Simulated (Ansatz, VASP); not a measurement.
# Ge: VASP beside Ansatz

```
Ge
1.0
     0.02829    2.84291    2.84291
     2.84291    0.02829    2.84291
     2.84291    2.84291    0.02829
Ge
2
Direct
  0.50000 0.50000 0.50000
  0.75000 0.75000 0.75000
```

Change from the starting cell: equal xy, yz and zx shear strains of +1 %, crystal datasets.

Alike in both runs: task electric field gradients; functional PBE; k mesh 10 × 10 × 10; occupations fermi-dirac, width 0.05 eV; no spin polarisation.

```csv
,VASP,Ansatz
version,VASP 6.6.1,Ansatz 0.2.0
potentials or method,"VASP PAW PBE potentials, release 64 (Ge_d), cutoff 520 eV","all-electron PAW with datasets made for the crystal, scalar-relativistic"
```

Ansatz gave:

| Quantity | Value |
| --- | --- |
| pressure (GPa) | 3.7 |
| traceless stress, the component that is largest in VASP (GPa) | -0.84 |
| rms of the force components (eV/Å) | 0.088 |
| size of Vzz on the site where it differs most (V/Å²) | 9.6 |

Q: Which values does VASP return?

A: Pressure (GPa): 3.6; traceless stress, the component that is largest in VASP (GPa): -0.84; rms of the force components (eV/Å): 0.087; size of Vzz on the site where it differs most (V/Å²): 9.7.

Atom by atom the forces differ by 0.000 eV/Å (rms over components). Ansatz ran all-electron here, and VASP with PAW potentials.
